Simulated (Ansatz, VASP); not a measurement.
## Two plane-wave programs on W7C8

File INCAR:

```
PREC     = Accurate       # precision mode
ENCUT    = 520            # plane-wave cutoff, eV
EDIFF    = 1E-6           # SCF threshold, eV
ISMEAR   = -1             # smearing method
SIGMA    = 0.05           # smearing width, eV
LREAL    = False          # projectors in reciprocal space
LASPH    = True           # aspherical terms in the spheres
NELM     = 120            # most SCF steps
ALGO     = Normal         # electronic algorithm
ISIF     = 2              # what is computed and relaxed
LWAVE    = False          # write WAVECAR
LCHARG   = False          # write CHGCAR
GGA      = PS             # functional
NBANDS   = 78             # bands
GGA_COMPAT= False
```

Contents of KPOINTS:

```
regular mesh
0
Gamma
  3 3 3
```

Contents of POSCAR:

```
W7C8
1.0
    0.0000000000      4.3853680000      4.3853680000
    4.3853680000      0.0000000000      4.3853680000
    4.3853680000      4.3853680000      0.0000000000
C W
8 7
Direct
    0.2500000000      0.2500000000      0.2500000000
    0.2500000000      0.2500000000      0.7500000000
    0.2500000000      0.7500000000      0.2500000000
    0.2500000000      0.7500000000      0.7500000000
    0.7500000000      0.2500000000      0.2500000000
    0.7500000000      0.2500000000      0.7500000000
    0.7500000000      0.7500000000      0.2500000000
    0.7500000000      0.7500000000      0.7500000000
    0.0000000000      0.0000000000      0.5000000000
    0.0000000000      0.5000000000      0.0000000000
    0.0000000000      0.5000000000      0.5000000000
    0.5000000000      0.0000000000      0.0000000000
    0.5000000000      0.0000000000      0.5000000000
    0.5000000000      0.5000000000      0.0000000000
    0.5000000000      0.5000000000      0.5000000000
```

Input for Ansatz:

```yaml
crystal:
  lattice:
    - [0.0, 2.192684, 2.192684]
    - [2.192684, 0.0, 2.192684]
    - [2.192684, 2.192684, 0.0]
  atoms:
    - { symbol: W, position: [0.0, 0.0, 0.0] }
    - { symbol: C, position: [0.5, 0.5, 0.5] }
  supercell: [2, 2, 2]
  defects:
    - { vacancy: 0 }
basis:
  ecutwfc: 450.0
kpoints:
  mp_grid:
    grid: [3, 3, 3]
    shift: [0.0, 0.0, 0.0]
hamiltonian:
  xc: pbesol
  pseudopotentials:
    kind: paw
scf:
  occupations:
    method: fermi_dirac
    width: 0.05
output:
  forces: true
  eigenvalues: true
```

Alike in both runs: task single point; functional PBEsol; k mesh 3 × 3 × 3; occupations fermi-dirac, width 0.05 eV; no spin polarisation.

|  | VASP | Ansatz |
| --- | --- | --- |
| version | VASP 6.6.1 | Ansatz 0.2.0 |
| potentials or method | VASP PAW PBE potentials, release 64 (C, W_sv), cutoff 520 eV | plane waves, PAW |
| valence electrons in the cell | 130 | 130 |

VASP gave:

```
gap on the k mesh at the Fermi level (eV) : none
rms of the force components (eV/Å)        : 0.077
```

Q: What did Ansatz give for the same quantities?

A: gap on the k mesh at the Fermi level (eV): none; rms of the force components (eV/Å): 0.068.

VASP's potentials were made for PBE, not for PBEsol. A gap of «none» marks a metal or a gap that the smearing closes. The functional is the same, so the differences come from potentials, cutoffs and numerics.

The k mesh is coarse, so the values compare programs but aren't converged. Spin-orbit coupling is off throughout.
